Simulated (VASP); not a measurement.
# Zn (P6_3/mmc) in VASP: further runs

The runs below take Zn through single point, relaxation of shape and atoms at fixed volume, with PBE.

Program: VASP 6.6.1. These are calculated values, not measurements. Logs are shortened: lines on timing, memory, paths and dates and some standing lists are left out, and cuts for length are marked.

**1. The cell of the first run**

Symmetry: P6_3/mmc, No. 194, hexagonal system. The conventional cell has a = 2.618 Å, b = 2.618 Å, c = 5.167 Å, α = 90.00°, β = 90.00°, γ = 120.00°. Within 3.5 Å of Zn (site symmetry -6m2) lie 12 Zn at 2.62 to 2.99 Å.

**2. Single point, PBE**

INCAR reads:

```
SYSTEM = Zn
ALGO     = Fast           ! electronic algorithm
EDIFF    = 1E-6           ! SCF threshold, eV
ENCUT    = 520            ! plane-wave cutoff, eV
GGA      = PE             ! functional
ISIF     = 2              ! what is computed and relaxed
ISMEAR   = 0              ! smearing method
LASPH    = .TRUE.         ! aspherical terms in the spheres
LCHARG   = .FALSE.        ! write CHGCAR
LREAL    = .FALSE.        ! projectors in reciprocal space
LWAVE    = .FALSE.        ! write WAVECAR
NBANDS   = 19             ! bands
NELM     = 100            ! most SCF steps
PREC     = Accurate       ! precision mode
SIGMA    = 0.05           ! smearing width, eV
```

KPOINTS reads:

```
k-points
0
G
  20 20 10
  0 0 0
```

POSCAR reads:

```
Zn
1.0
    2.6175765300      0.0000000000      0.0000000000
   -1.3087882650      2.2668877713      0.0000000000
    0.0000000000      0.0000000000      5.1669048263
Zn
2
Direct
    0.3333333333      0.6666666667      0.2500000000
    0.6666666667      0.3333333333      0.7500000000
```

Potentials or basis: VASP PAW PBE potentials, release 64 (Zn).

The run is started by

```console
$ cat potpaw_PBE.64/Zn/POTCAR > POTCAR
$ mpirun -np 1 vasp_std > vasp.out
```

OUTCAR:

```text
SYSTEM = Zn
   EDIFF = 1E-6
   ENCUT = 520
   GGA = PE
   ISIF = 2
   ISMEAR = 0
   LASPH = .TRUE.
   LREAL = .FALSE.
   NELM = 100
   PREC = Accurate

 ion  position               nearest neighbor table
   1  0.333  0.667  0.250-   2 2.99   2 2.99   2 2.99   2 2.99   2 2.99   2 2.99
   2  0.667  0.333  0.750-   1 2.99   1 2.99   1 2.99   1 2.99   1 2.99   1 2.99

  LATTYP: Found a hexagonal cell.
 ALAT       =     2.6175765300
 C/A-ratio  =     1.9739269386

  Lattice vectors:

 A1 = (   2.6175765300,   0.0000000000,   0.0000000000)
 A2 = (  -1.3087882650,   2.2668877713,   0.0000000000)
 A3 = (   0.0000000000,   0.0000000000,   5.1669048263)

Analysis of symmetry for initial positions (statically):
=====================================================================
 Subroutine PRICEL returns:
 Original cell was already a primitive cell.

 Routine SETGRP: Setting up the symmetry group for a
 hexagonal supercell.

 Subroutine GETGRP returns: Found 24 space group operations
 (whereof 12 operations were pure point group operations)
 out of a pool of 24 trial point group operations.

The static configuration has the point symmetry D_3d.
 The point group associated with its full space group is D_6h.

Analysis of symmetry for dynamics (positions and initial velocities):
=====================================================================
 Subroutine PRICEL returns:
 Original cell was already a primitive cell.

 Routine SETGRP: Setting up the symmetry group for a
 hexagonal supercell.

 Subroutine GETGRP returns: Found 24 space group operations
 (whereof 12 operations were pure point group operations)
 out of a pool of 24 trial point group operations.

The dynamic configuration has the point symmetry D_3d.
 The point group associated with its full space group is D_6h.

 Subroutine INISYM returns: Found 24 space group operations
 (whereof 12 operations are pure point group operations),
 and found     1 'primitive' translations

----------------------------------------------------------------------------------------

                                     Primitive cell

  volume of cell :      30.6591

  direct lattice vectors                    reciprocal lattice vectors
     2.617576530  0.000000000  0.000000000     0.382032765  0.220566720  0.000000000
    -1.308788265  2.266887771  0.000000000     0.000000000  0.441133440  0.000000000
     0.000000000  0.000000000  5.166904826     0.000000000  0.000000000  0.193539466

  length of vectors
     2.617576530  2.617576530  5.166904826     0.441133440  0.441133440  0.193539466

  position of ions in fractional coordinates (direct lattice)
     0.333333333  0.666666667  0.250000000
     0.666666667  0.333333333  0.750000000

  ion indices of the primitive-cell ions
   primitive index   ion index
                 1           1
                 2           2

----------------------------------------------------------------------------------------

 KPOINTS: k-points

Automatic generation of k-mesh.
 Grid dimensions read from file:
 generate k-points for:   20   20   10

 Generating k-lattice:

  Cartesian coordinates                     Fractional coordinates (reciprocal lattice)
     0.019101638  0.011028336  0.000000000     0.050000000 -0.000000000  0.000000000
     0.000000000  0.022056672  0.000000000     0.000000000  0.050000000  0.000000000
     0.000000000  0.000000000  0.019353947     0.000000000  0.000000000  0.100000000

  Length of vectors
     0.022056672  0.022056672  0.019353947

  Shift w.r.t. Gamma in fractional coordinates (k-lattice)
     0.000000000  0.000000000  0.000000000

 Subroutine IBZKPT returns following result:
 ===========================================

 Found    264 irreducible k-points:

 Following reciprocal coordinates:
            Coordinates               Weight
  0.000000  0.000000  0.000000      1.000000
  0.050000  0.000000  0.000000      6.000000
  0.100000  0.000000  0.000000      6.000000
  0.150000  0.000000  0.000000      6.000000
  0.200000  0.000000  0.000000      6.000000
  0.250000  0.000000  0.000000      6.000000
[... 16 lines left out ...]
  0.200000  0.100000  0.000000     12.000000
  0.250000  0.100000  0.000000     12.000000
 [... further k-points ...]
   k-points           NKPTS =    264   k-points in BZ     NKDIM =    264   number of bands    NBANDS=     19
   number of dos      NEDOS =    301   number of ions     NIONS =      2
   total plane-waves  NPLWV =  16000
   dimension x,y,z NGX =    20 NGY =   20 NGZ =   40
   dimension x,y,z NGXF=    40 NGYF=   40 NGZF=   80
   ions per type =               2
   NGX,Y,Z   is equivalent  to a cutoff of  12.70, 12.70, 12.87 a.u.
   NGXF,Y,Z  is equivalent  to a cutoff of  25.40, 25.40, 25.74 a.u.
 SYSTEM =  Zn
   PREC   = accura    normal or accurate (medium, high low for compatibility)
   ISTART =      0    job   : 0-new  1-cont  2-samecut
   ICHARG =      2    charge: 1-file 2-atom 10-const
   ISPIN  =      1    spin polarized calculation?
   LNONCOLLINEAR =      F non collinear calculations
   LSORBIT =      F    spin-orbit coupling
   LASPH  =      T    aspherical Exc in radial PAW
   ENCUT  =  520.0 eV  38.22 Ry    6.18 a.u.   4.87  4.87  9.61*2*pi/ulx,y,z
   NELM   =    100;   NELMIN=  2; NELMDL= -5     # of ELM steps
   EDIFF  = 0.1E-05   stopping-criterion for ELM
   LREAL  =      F    real-space projection
   EDIFFG = 0.1E-04   stopping-criterion for IOM
   NSW    =      0    number of steps for IOM
   IBRION =     -1    ionic relax: 0-MD 1-quasi-New 2-CG
   NFREE  =      0    steps in history (QN), initial steepest desc. (CG)
   ISIF   =      2    stress and relaxation
   ISYM   =      2    0-nonsym 1-usesym 2-fastsym
   POTIM  = 0.5000    time-step for ionic-motion
   TEBEG  =    0.0;   TEEND  =   0.0 temperature during run
   PSTRESS=    0.0 pullay stress
   NELECT =      24.0000    total number of electrons
   NUPDOWN=      -1.0000    fix difference up-down
   EMIN   =  10.00;   EMAX   =-10.00  energy-range for DOS
   EFERMI =   0.00;   METHOD = LEGACY
   ISMEAR =     0;   SIGMA  =   0.05  broadening in eV -4-tet -1-fermi 0-gaus
   EFERMI_NEDOS =   21; number of points for ismear=-14 and -15
   IALGO  =     68    algorithm
   IMIX   =      4    mixing-type and parameters
     AMIX     =   0.40;   BMIX     =  1.00
     AMIX_MAG =   1.60;   BMIX_MAG =  1.00
  volume/ion in A,a.u.               =      15.33       103.45
  Fermi-wavevector in a.u.,A,eV,Ry     =   1.508778  2.851177 30.972445  2.276410
  Thomas-Fermi vector in A             =   2.619187
   LORBIT       =      0    0 simple, 1 ext, 2 COOP (PROOUT), +10 PAW based schemes
   GGA     = PE    functional components
   LHFCALC =     F    Hartree Fock is set to
   AEXX    =    0.0000 exact exchange contribution
   IVDW    =     0    specifies the selected vdW correction
   LEPSILON=     F    determine dielectric tensor
   LRPA    =     F    only Hartree local field effects (RPA)
 non-spin polarized calculation
 RMM-DIIS sequential band-by-band and
 Gauss-broadening in eV      SIGMA  =   0.05
  energy-cutoff  :      520.00
  volume of cell :       30.66
 maximum number of plane-waves:       845
 NGX is ok and might be reduce to    20
   NGX =  9   NGY =  9   NGZ = 19

 number of electron      23.9999992 magnetization

 Free energy of the ion-electron system (eV)
  ---------------------------------------------------
  ext. energy  EPLUGINS =         0.00000000
  ---------------------------------------------------
  free energy    TOTEN  =        -2.21424375 eV

  energy without entropy =       -2.21395253  energy(sigma->0) =       -2.21409814

 E-fermi :   2.9897     XC(G=0): -11.4929

 val. band max:        2.9526471757   @ k =   0.2500   0.0500   0.1000
 cond. band min:       2.9963052347   @ k =   0.3500   0.3000   0.0000
 fundamental gap:      0.0436580591
 Fermi energy:         2.9896528044

 k-point     1 :       0.0000    0.0000    0.0000
  band No.  band energies     occupation
      1      -7.3135      2.00000
      2      -5.6807      2.00000
      3      -4.9478      2.00000
      4      -4.6590      2.00000
      5      -4.6590      2.00000
      6      -4.6231      2.00000
[... 11 lines left out ...]
     18      23.0475      0.00000
     19      23.1689      0.00000

 k-point     2 :       0.0500    0.0000    0.0000
  band No.  band energies     occupation
      1      -7.2359      2.00000
      2      -5.6426      2.00000
      3      -4.9376      2.00000
      4      -4.6688      2.00000
      5      -4.6400      2.00000
      6      -4.6327      2.00000
[... 11 lines left out ...]
     18      22.1245      0.00000
     19      23.9120      0.00000

 k-point     3 :       0.1000    0.0000    0.0000
  band No.  band energies     occupation
      1      -7.0055      2.00000
      2      -5.5362      2.00000
      3      -4.9099      2.00000
      4      -4.6941      2.00000
      5      -4.6558      2.00000
      6      -4.5847      2.00000
[... 11 lines left out ...]
     18      21.3456      0.00000
     19      22.7116      0.00000

 k-point     4 :       0.1500    0.0000    0.0000
  band No.  band energies     occupation
      1      -6.6319      2.00000
      2      -5.3888      2.00000
      3      -4.8758      2.00000
      4      -4.7253      2.00000
      5      -4.6654      2.00000
      6      -4.4974      2.00000
[... 407 lines left out ...]
     18      18.8692      0.00000
     19      19.4340      0.00000

 k-point    23 :       0.2000    0.1000    0.0000
  band No.  band energies     occupation
      1      -5.4569      2.00000
      2      -5.1117      2.00000
      3      -4.8116      2.00000
      4      -4.7823      2.00000
      5      -4.7562      2.00000
      6      -4.5915      2.00000
[... 11 lines left out ...]
     18      18.0414      0.00000
     19      18.1894      0.00000

 k-point    24 :       0.2500    0.1000    0.0000
  band No.  band energies     occupation
      1      -5.2409      2.00000
      2      -5.1422      2.00000
      3      -4.8977      2.00000
      4      -4.6901      2.00000
      5      -4.6084      2.00000
      6      -4.5672      2.00000
[... 11 lines left out ...]
     18      17.5751      0.00000
     19      18.2015      0.00000

 [... further k-points ...]

------------------------ aborting loop because EDIFF is reached ----------------------------------------

  FORCE on cell =-STRESS in cart. coord.  units (eV):
  Direction    XX          YY          ZZ          XY          YZ          ZX
  --------------------------------------------------------------------------------------
  -------------------------------------------------------------------------------------
  Total        0.2756490      0.2756490      0.2155972      0.0000000      0.0000000      0.0000000
  in kB       14.4047969     14.4047969     11.2666227      0.0000000      0.0000000      0.0000000
  external PRESSURE =      13.3587388 kB  Pullay stress =       0.0000000 kB

 VOLUME and BASIS-vectors are now :
 -----------------------------------------------------------------------------
  energy-cutoff  :      520.00
  volume of cell :       30.66
      direct lattice vectors                 reciprocal lattice vectors
     2.617576530  0.000000000  0.000000000     0.382032765  0.220566720  0.000000000
    -1.308788265  2.266887771  0.000000000     0.000000000  0.441133440  0.000000000
     0.000000000  0.000000000  5.166904826     0.000000000  0.000000000  0.193539466

 POSITION                                       TOTAL-FORCE (eV/Angst)
 -----------------------------------------------------------------------------------
     -0.00000      1.51126      1.29173         0.000000      0.000000      0.000000
      1.30879      0.75563      3.87518        -0.000000     -0.000000      0.000000
 -----------------------------------------------------------------------------------
    total drift:                               -0.000000      0.000000     -0.000000

  FREE ENERGIE OF THE ION-ELECTRON SYSTEM (eV)
  ---------------------------------------------------
  free  energy   TOTEN  =        -2.2142437540 eV

  energy  without entropy=       -2.2139525290  energy(sigma->0) =       -2.21409814
```

Run time: 3.2 min. Hardware: 1 thread of Intel Xeon 8259CL, shared host; peak memory 0.24 GiB.

What came out:

```yaml
Free_energy: -2.2142 eV
Pressure: 1.3 GPa
Band_gap_on_the_k_mesh: zero (bands 12 and 13 overlap by 5.19 eV)
```

(Part 1 of 2 ends here.)

The gap in the log of VASP goes by the Fermi energy; the results here count the filled bands.